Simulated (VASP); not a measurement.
Runs of VASP 6.6.1 on SnO (Romarchite). The structure is that of space group P4/nmm (No. 129), or close to it. The cells are those of the table. 

| cell | gap on the mesh (eV) | pressure (GPa) | largest force (eV/Å) |
| --- | --- | --- | --- |
| a = 3.849, b = 3.849, c = 4.905 Å, 4 atoms | 0.62 | 1.2 | 0.04 |
| a = 3.747, b = 3.747, c = 4.775 Å, 4 atoms | 0.34 | 9.9 | 1.21 |
| a = 3.873, b = 3.873, c = 4.936 Å, 4 atoms | 0.68 | -0.4 | 0.21 |
| a = 3.773, b = 3.773, c = 4.808 Å, 4 atoms | 0.41 | (b) | (a) |
| a = 3.721, b = 3.721, c = 4.742 Å, 4 atoms | 0.25 | 12.7 | 1.55 |
| a = 3.824, b = 3.824, c = 4.873 Å, 4 atoms | 0.56 | 3.1 | 0.30 |

Alike in all rows: task single point; level PBE; potentials or basis VASP PAW PBE potentials, release 64 (Sn_d, O); no spin polarisation; k mesh 5 × 5 × 4; cutoff (eV) 520; smearing gaussian 0.01 eV.

Question: Fill in the values left out.

Answer: (a) 0.88; (b) 7.4.

Caveats: spin-orbit coupling is left out, which moves the levels of the heavy elements; forces of over 1 eV/Å act on the atoms, so gaps and moduli don't describe the material at rest (some runs).

A k mesh can miss the band edges, and the runs leave out spin-orbit coupling on Sn.
